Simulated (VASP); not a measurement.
# BaF2 (Frankdicksonite) (Fm-3m) in VASP: a series of runs

Runs on BaF2 (Frankdicksonite). Level: PBEsol. Tasks: single point, relaxation of cell and atoms.

Program: VASP 6.6.1. These are calculated values, not measurements. Logs are shortened: lines on timing, memory, paths and dates and some standing lists are left out, and cuts for length are marked.

## (1) The cell of the first run

The structure is cubic, space group Fm-3m (No. 225). The conventional cell has a = 5.895 Å, b = 5.895 Å, c = 5.895 Å, α = 90.00°, β = 90.00°, γ = 90.00°. Within 3.4 Å of Ba (site symmetry m-3m) lie 8 F at 2.55 Å. Within 3.4 Å of F (site symmetry -43m) lie 4 Ba at 2.55 Å and 6 F at 2.95 Å.

## (2) Single point, PBEsol

Contents of INCAR:

```
SYSTEM = BaF2
  PREC = Accurate
  ENCUT = 600
  EDIFF = 1E-6
  ISMEAR = 0
  SIGMA = 0.01
  LREAL = .False.
  LASPH = .True.
  NELM = 120
  ALGO = Normal
  ISIF = 2
  LWAVE = .False.
  LCHARG = .False.
  GGA = PS
  NBANDS = 19
  GGA_COMPAT = .False.
```

Contents of KPOINTS:

```
Automatic mesh
0
Gamma
  6 6 6
  0 0 0
```

Contents of POSCAR:

```
BaF2
1.0
    2.9474809086      2.9474809086      0.0000000000
   -2.9474809086      2.9474809086      0.0000000000
    0.0000000000      2.9474809086      2.9474809086
Ba F
1 2
Direct
    0.0000000000      0.0000000000      0.0000000000
    0.2500000000      0.7500000000      0.5000000000
    0.7500000000      0.2500000000      0.5000000000
```

Potentials or basis: VASP PAW PBE potentials, release 64 (Ba_sv, F).

The run is started by

```console
> cat potpaw_PBE.64/Ba_sv/POTCAR potpaw_PBE.64/F/POTCAR > POTCAR
> mpirun -np 1 vasp_std > vasp.out
```

OUTCAR:

```text
SYSTEM = BaF2
   PREC = Accurate
   ENCUT = 600
   EDIFF = 1E-6
   ISMEAR = 0
   LREAL = .False.
   LASPH = .True.
   NELM = 120
   ISIF = 2
   GGA = PS

 ion  position               nearest neighbor table
   1  0.000  0.000  0.000-   3 2.55   2 2.55   2 2.55   3 2.55   2 2.55   3 2.55   3 2.55   2 2.55

   2  0.250  0.750  0.500-   1 2.55   1 2.55   1 2.55   1 2.55
   3  0.750  0.250  0.500-   1 2.55   1 2.55   1 2.55   1 2.55

  LATTYP: Found a face centered cubic cell.
 ALAT       =     5.8949618172

  Lattice vectors:

 A1 = (   0.0000000000,   2.9474809086,   2.9474809086)
 A2 = (   2.9474809086,   0.0000000000,   2.9474809086)
 A3 = (   2.9474809086,   2.9474809086,   0.0000000000)

Analysis of symmetry for initial positions (statically):
=====================================================================
 Subroutine PRICEL returns:
 Original cell was already a primitive cell.

 Routine SETGRP: Setting up the symmetry group for a
 face centered cubic supercell.

 Subroutine GETGRP returns: Found 48 space group operations
 (whereof 48 operations were pure point group operations)
 out of a pool of 48 trial point group operations.

The static configuration has the point symmetry O_h .

Analysis of symmetry for dynamics (positions and initial velocities):
=====================================================================
 Subroutine PRICEL returns:
 Original cell was already a primitive cell.

 Routine SETGRP: Setting up the symmetry group for a
 face centered cubic supercell.

 Subroutine GETGRP returns: Found 48 space group operations
 (whereof 48 operations were pure point group operations)
 out of a pool of 48 trial point group operations.

The dynamic configuration has the point symmetry O_h .

 Subroutine INISYM returns: Found 48 space group operations
 (whereof 48 operations are pure point group operations),
 and found     1 'primitive' translations

----------------------------------------------------------------------------------------

                                     Primitive cell

  volume of cell :      51.2133

  direct lattice vectors                    reciprocal lattice vectors
     2.947480909  2.947480909  0.000000000     0.169636383  0.169636383 -0.169636383
    -2.947480909  2.947480909  0.000000000    -0.169636383  0.169636383 -0.169636383
     0.000000000  2.947480909  2.947480909     0.000000000  0.000000000  0.339272766

  length of vectors
     4.168367476  4.168367476  4.168367476     0.293818834  0.293818834  0.339272766

  position of ions in fractional coordinates (direct lattice)
     0.000000000  0.000000000  0.000000000
     0.250000000  0.750000000  0.500000000
     0.750000000  0.250000000  0.500000000

  ion indices of the primitive-cell ions
   primitive index   ion index
                 1           1
                 2           2
                 3           3

----------------------------------------------------------------------------------------

 KPOINTS: Automatic mesh

Automatic generation of k-mesh.
 Grid dimensions read from file:
 generate k-points for:    6    6    6

 Generating k-lattice:

  Cartesian coordinates                     Fractional coordinates (reciprocal lattice)
     0.028272730  0.028272730 -0.028272730     0.166666667  0.000000000  0.000000000
    -0.028272730  0.028272730 -0.028272730     0.000000000  0.166666667  0.000000000
     0.000000000  0.000000000  0.056545461     0.000000000  0.000000000  0.166666667

  Length of vectors
     0.048969806  0.048969806  0.056545461

  Shift w.r.t. Gamma in fractional coordinates (k-lattice)
     0.000000000  0.000000000  0.000000000

 Subroutine IBZKPT returns following result:
 ===========================================

 Found     16 irreducible k-points:

 Following reciprocal coordinates:
            Coordinates               Weight
  0.000000  0.000000  0.000000      1.000000
  0.166667  0.000000  0.000000      8.000000
  0.333333  0.000000  0.000000      8.000000
  0.500000  0.000000  0.000000      4.000000
  0.166667  0.166667  0.000000     12.000000
  0.333333  0.166667  0.000000     24.000000
[... 8 lines left out ...]
  0.500000  0.333333  0.166667     24.000000
  0.500000  0.500000  0.166667     12.000000
   k-points           NKPTS =     16   k-points in BZ     NKDIM =     16   number of bands    NBANDS=     19
   number of dos      NEDOS =    301   number of ions     NIONS =      3
   total plane-waves  NPLWV =  46656
   dimension x,y,z NGX =    36 NGY =   36 NGZ =   36
   dimension x,y,z NGXF=    72 NGYF=   72 NGZF=   72
   ions per type =               1   2
   NGX,Y,Z   is equivalent  to a cutoff of  14.36, 14.36, 14.36 a.u.
   NGXF,Y,Z  is equivalent  to a cutoff of  28.72, 28.72, 28.72 a.u.
 SYSTEM =  BaF2
   PREC   = accura    normal or accurate (medium, high low for compatibility)
   ISTART =      0    job   : 0-new  1-cont  2-samecut
   ICHARG =      2    charge: 1-file 2-atom 10-const
   ISPIN  =      1    spin polarized calculation?
   LNONCOLLINEAR =      F non collinear calculations
   LSORBIT =      F    spin-orbit coupling
   LASPH  =      T    aspherical Exc in radial PAW
   ENCUT  =  600.0 eV  44.10 Ry    6.64 a.u.   8.33  8.33  8.33*2*pi/ulx,y,z
   NELM   =    120;   NELMIN=  2; NELMDL= -5     # of ELM steps
   EDIFF  = 0.1E-05   stopping-criterion for ELM
   LREAL  =      F    real-space projection
   EDIFFG = 0.1E-04   stopping-criterion for IOM
   NSW    =      0    number of steps for IOM
   IBRION =     -1    ionic relax: 0-MD 1-quasi-New 2-CG
   NFREE  =      0    steps in history (QN), initial steepest desc. (CG)
   ISIF   =      2    stress and relaxation
   ISYM   =      2    0-nonsym 1-usesym 2-fastsym
   POTIM  = 0.5000    time-step for ionic-motion
   TEBEG  =    0.0;   TEEND  =   0.0 temperature during run
   PSTRESS=    0.0 pullay stress
   NELECT =      24.0000    total number of electrons
   NUPDOWN=      -1.0000    fix difference up-down
   EMIN   =  10.00;   EMAX   =-10.00  energy-range for DOS
   EFERMI =   0.00;   METHOD = LEGACY
   ISMEAR =     0;   SIGMA  =   0.01  broadening in eV -4-tet -1-fermi 0-gaus
   EFERMI_NEDOS =   21; number of points for ismear=-14 and -15
   IALGO  =     38    algorithm
   IMIX   =      4    mixing-type and parameters
     AMIX     =   0.40;   BMIX     =  1.00
     AMIX_MAG =   1.60;   BMIX_MAG =  1.00
  volume/ion in A,a.u.               =      17.07       115.20
  Fermi-wavevector in a.u.,A,eV,Ry     =   1.271601  2.402978 22.000205  1.616969
  Thomas-Fermi vector in A             =   2.404525
   LORBIT       =      0    0 simple, 1 ext, 2 COOP (PROOUT), +10 PAW based schemes
   GGA     = PS    functional components
   LHFCALC =     F    Hartree Fock is set to
   AEXX    =    0.0000 exact exchange contribution
   IVDW    =     0    specifies the selected vdW correction
   LEPSILON=     F    determine dielectric tensor
   LRPA    =     F    only Hartree local field effects (RPA)
 non-spin polarized calculation
 Gauss-broadening in eV      SIGMA  =   0.01
  energy-cutoff  :      600.00
  volume of cell :       51.21
 maximum number of plane-waves:      1724
 NGX is ok and might be reduce to    36
   NGX = 17   NGY = 17   NGZ = 17

 number of electron      24.0000009 magnetization

 Free energy of the ion-electron system (eV)
  ---------------------------------------------------
  ext. energy  EPLUGINS =         0.00000000
  ---------------------------------------------------
  free energy    TOTEN  =       -17.37729007 eV

  energy without entropy =      -17.37729007  energy(sigma->0) =      -17.37729007

 E-fermi :  -1.3935     XC(G=0):  -9.6583

 val. band max:       -1.4929930770   @ k =   0.3333   0.1667   0.0000
 cond. band min:       5.7631812989   @ k =   0.0000   0.0000   0.0000
 fundamental gap:      7.2561743759
 Fermi energy:        -1.3934868146

 k-point     1 :       0.0000    0.0000    0.0000
  band No.  band energies     occupation
      1     -24.3866      2.00000
      2     -20.5868      2.00000
      3     -20.1962      2.00000
      4      -8.8626      2.00000
      5      -8.8626      2.00000
      6      -8.8626      2.00000
[... 11 lines left out ...]
     18      11.0868      0.00000
     19      14.8249      0.00000

 k-point     2 :       0.1667    0.0000    0.0000
  band No.  band energies     occupation
      1     -24.2775      2.00000
      2     -20.6307      2.00000
      3     -20.3375      2.00000
      4      -8.9527      2.00000
      5      -8.9437      2.00000
      6      -8.9437      2.00000
[... 11 lines left out ...]
     18      11.0958      0.00000
     19      13.7580      0.00000

 k-point     3 :       0.3333    0.0000    0.0000
  band No.  band energies     occupation
      1     -24.0288      2.00000
      2     -20.8148      2.00000
      3     -20.5545      2.00000
      4      -9.0934      2.00000
      5      -9.0934      2.00000
      6      -9.0858      2.00000
[... 11 lines left out ...]
     18      11.1490      0.00000
     19      13.1010      0.00000

 k-point     4 :       0.5000    0.0000    0.0000
  band No.  band energies     occupation
      1     -23.8829      2.00000
      2     -20.9827      2.00000
      3     -20.6087      2.00000
      4      -9.1629      2.00000
      5      -9.1629      2.00000
      6      -9.1351      2.00000
[... 231 lines left out ...]
     18      12.1668      0.00000
     19      14.1703      0.00000

 k-point    15 :       0.5000    0.3333    0.1667
  band No.  band energies     occupation
      1     -23.7342      2.00000
      2     -20.9555      2.00000
      3     -20.8584      2.00000
      4      -9.5198      2.00000
      5      -9.0847      2.00000
      6      -9.0794      2.00000
[... 11 lines left out ...]
     18      13.0006      0.00000
     19      14.0353      0.00000

 k-point    16 :       0.5000    0.5000    0.1667
  band No.  band energies     occupation
      1     -23.6793      2.00000
      2     -21.0242      2.00000
      3     -20.8663      2.00000
      4      -9.6202      2.00000
      5      -9.3247      2.00000
      6      -8.7841      2.00000
[... 11 lines left out ...]
     18      14.3927      0.00000
     19      14.7466      0.00000

------------------------ aborting loop because EDIFF is reached ----------------------------------------

  FORCE on cell =-STRESS in cart. coord.  units (eV):
  Direction    XX          YY          ZZ          XY          YZ          ZX
  --------------------------------------------------------------------------------------
  -------------------------------------------------------------------------------------
  Total        3.8829249      3.8829249      3.8829249      0.0000000     -0.0000000      0.0000000
  in kB      121.4749081    121.4749081    121.4749081      0.0000000     -0.0000000      0.0000000
  external PRESSURE =     121.4749081 kB  Pullay stress =       0.0000000 kB

 VOLUME and BASIS-vectors are now :
 -----------------------------------------------------------------------------
  energy-cutoff  :      600.00
  volume of cell :       51.21
      direct lattice vectors                 reciprocal lattice vectors
     2.947480909  2.947480909  0.000000000     0.169636383  0.169636383 -0.169636383
    -2.947480909  2.947480909  0.000000000    -0.169636383  0.169636383 -0.169636383
     0.000000000  2.947480909  2.947480909     0.000000000  0.000000000  0.339272766

 POSITION                                       TOTAL-FORCE (eV/Angst)
 -----------------------------------------------------------------------------------
      0.00000      0.00000      0.00000        -0.000000      0.000000      0.000000
     -1.47374      4.42122      1.47374        -0.000000     -0.000000     -0.000000
      1.47374      4.42122      1.47374         0.000000      0.000000      0.000000
 -----------------------------------------------------------------------------------
    total drift:                                0.000000      0.000000      0.000000

  FREE ENERGIE OF THE ION-ELECTRON SYSTEM (eV)
  ---------------------------------------------------
  free  energy   TOTEN  =       -17.3772900696 eV

  energy  without entropy=      -17.3772900696  energy(sigma->0) =      -17.37729007
```

It used 41 s of CPU time on 1 thread of AMD EPYC 7R13 Processor (Zen 3), on a shared host.

Results:

```
Free energy            : -17.3773 eV
Pressure               : 12.1 GPa
Band gap on the k mesh : 7.26 eV, indirect (least direct gap 7.43 eV)
```

Caveat: the PAW data sets were made with another functional, which shifts forces and pressure a little; spin-orbit coupling is left out, which moves the levels of the heavy elements. A k mesh can miss the band edges.

## (3) Relaxation of cell and atoms, PBEsol, target pressure 10 GPa, at which the enthalpy is minimised

This run uses another cell than the first one, of 19.27 Å³/atom, 1.129 times its volume.

Contents of INCAR:

```
PREC     = Accurate       # precision mode
ENCUT    = 600            # plane-wave cutoff, eV
EDIFF    = 1E-7           # SCF threshold, eV
ISMEAR   = 0              # smearing method
SIGMA    = 0.01           # smearing width, eV
LREAL    = False          # projectors in reciprocal space
LASPH    = True           # aspherical terms in the spheres
NELM     = 120            # most SCF steps
ALGO     = Normal         # electronic algorithm
ISIF     = 3              # what is computed and relaxed
LWAVE    = False          # write WAVECAR
LCHARG   = False          # write CHGCAR
GGA      = PS             # functional
IBRION   = 2              # ionic algorithm
NSW      = 100            # ionic steps
EDIFFG   = -0.002         # ionic threshold
PSTRESS  = 100.0        
GGA_COMPAT= False        
NELMIN   = 4
```

Contents of KPOINTS:

```
regular mesh
0
Gamma
  6 6 6
```

Contents of POSCAR:

```
BaF2
1.0
    3.0689010630      3.0689010630      0.0000000000
   -3.0689010630      3.0689010630      0.0000000000
    0.0000000000      3.0689010630      3.0689010630
Ba F
1 2
Direct
    0.0000000000      0.0000000000      0.0000000000
    0.2500000000      0.7500000000      0.5000000000
    0.7500000000      0.2500000000      0.5000000000
```

Potentials or basis: VASP PAW PBE potentials, release 64 (Ba_sv, F).

The run is started by

```console
> cat potpaw_PBE.64/Ba_sv/POTCAR potpaw_PBE.64/F/POTCAR > POTCAR
> mpirun -np 1 vasp_std > vasp.out
```

It used 190 s of CPU time on 1 thread of AMD EPYC 7R13 Processor (Zen 3), on a shared host.

The run converged. Its results:

| Quantity | Value |
| --- | --- |
| Free energy | -17.4565 eV |
| Relaxed volume | 17.39 Å³/atom |
| Relaxed cell | a = 4.194 Å, b = 4.194 Å, c = 4.194 Å, α = 60.00°, β = 60.00°, γ = 90.00° |
| Space group after relaxing (to 0.05 Å) | Fm-3m (No. 225) |
| Energy change on relaxing (the enthalpy is what falls) | +60.9 meV/atom |
| Ionic steps | 6 |
| Pressure after relaxing | 10.0 GPa |
| Band gap on the k mesh | 7.19 eV, indirect (least direct gap 7.34 eV) |

The path:
| step | energy change (eV) | largest force (eV/Å) | pressure (GPa) | volume (Å³) |
| --- | --- | --- | --- | --- |
| 1 | 0.0000 | 0.0000 | 1.21 | 57.81 |
| 2 | 0.4084 | 0.0000 | 16.55 | 49.40 |
| 3 | 0.1817 | 0.0000 | 9.97 | 52.18 |
| 4 | 0.1886 | 0.0000 | 10.19 | 52.07 |
| 5 | 0.1794 | 0.0000 | 9.89 | 52.21 |
| 6 | 0.1827 | 0.0000 | 10.00 | 52.16 |

Final structure:
```
Ba F
1.0
     2.96557    2.96557    0.00000
    -2.96557    2.96557    0.00000
     0.00000    2.96557    2.96557
Ba F
1 2
Cartesian
  0.0000 0.0000 0.0000
  -1.4828 4.4483 1.4828
  1.4828 4.4483 1.4828
```

Levels at points of the mesh, in eV from the valence-band top:
| k point | band 10 | band 11 | band 12 | band 13 | band 14 | band 15 |
| --- | --- | --- | --- | --- | --- | --- |
| (0.00, 0.00, 0.00) | -0.15 | -0.15 | -0.15 | 7.19 | 9.56 | 9.56 |
| (0.50, 0.00, 0.00) | -0.34 | -0.14 | -0.14 | 9.63 | 9.63 | 9.82 |
| (0.50, 0.50, 0.00) | -0.28 | -0.19 | -0.19 | 7.36 | 9.58 | 11.44 |

Caveat: the cell is relaxed towards a set pressure, so the enthalpy falls and the energy may rise; the PAW data sets were made with another functional, which shifts forces and pressure a little; spin-orbit coupling is left out, which moves the levels of the heavy elements. As with any semilocal functional, this PBEsol gap is likely too small.
